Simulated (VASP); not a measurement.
## WS2: single point with PBE+D3(BJ)

System: WS2, a slab with vacuum.

```
CELL_PARAMETERS angstrom
3.15989 0.00000 0.00000
0.00000 5.47308 0.00000
0.00000 0.00000 16.93985
ATOMIC_POSITIONS crystal
W 0.99383 0.33333 0.99569
W 0.50617 0.83333 0.00431
S 0.49427 0.15770 0.90512
S 0.00573 0.67564 0.90881
S 0.49427 0.17564 0.09119
S 0.00573 0.65770 0.09488
```

This cell differs from its parent crystal: atoms displaced along several vibrational modes.

| Quantity | Value |
| --- | --- |
| Program | VASP 6.6.1 |
| Task | single point |
| Functional | PBE |
| Dispersion | D3(BJ) |
| Potentials or basis | VASP PAW PBE potentials, release 64 (W_sv, S) |
| Cutoff | 520 eV |
| k mesh | 8 × 6 × 2 |
| Occupations | gaussian, width 0.05 eV |
| Spin | no spin polarisation |
| Dipole correction | no |
| Further INCAR settings | ALGO = Normal; EDIFF = 1e-07; NBANDS = 35 |

| Property | Result |
| --- | --- |
| Largest force | 1.012 eV/Å |
| Band gap on the k mesh | 2.00 eV |
| Dispersion energy per atom | -0.311 eV |

Forces in eV/Å, atoms in the order of the input:
```
W    0.221 -0.005  0.988
W   -0.221 -0.005 -0.988
S    0.039  0.125  0.096
S   -0.036 -0.120 -0.048
S    0.036 -0.120  0.048
S   -0.039  0.125 -0.096
```

Levels at points of the mesh, in eV from the valence-band top:
| k point | band 24 | band 25 | band 26 | band 27 | band 28 | band 29 |
| --- | --- | --- | --- | --- | --- | --- |
| (0.00, 0.00, 0.00) | -1.22 | -0.91 | -0.12 | 2.73 | 2.89 | 2.97 |
| (0.50, 0.00, 0.00) | -1.97 | -0.56 | -0.50 | 2.45 | 2.45 | 3.37 |
| (0.00, 0.50, 0.00) | -1.72 | -0.86 | -0.86 | 2.28 | 2.28 | 2.61 |
| (0.50, 0.50, 0.00) | -1.20 | -0.91 | -0.91 | 2.92 | 2.92 | 3.31 |
| (0.00, 0.00, 0.50) | -1.22 | -0.91 | -0.12 | 2.73 | 2.89 | 2.97 |
| (0.50, 0.00, 0.50) | -1.97 | -0.56 | -0.50 | 2.45 | 2.45 | 3.37 |
| (0.00, 0.50, 0.50) | -1.72 | -0.86 | -0.86 | 2.28 | 2.28 | 2.61 |
| (0.50, 0.50, 0.50) | -1.20 | -0.91 | -0.91 | 2.92 | 2.92 | 3.31 |

It took 17 min on 1 thread of Intel Xeon 8259CL, on a shared host, peak memory 0.56 GiB.

Caveat: the cell differs from its parent crystal (atoms displaced along several vibrational modes); there is no dipole correction, which matters where the two faces differ; spin-orbit coupling is left out, which moves the levels of the heavy elements.
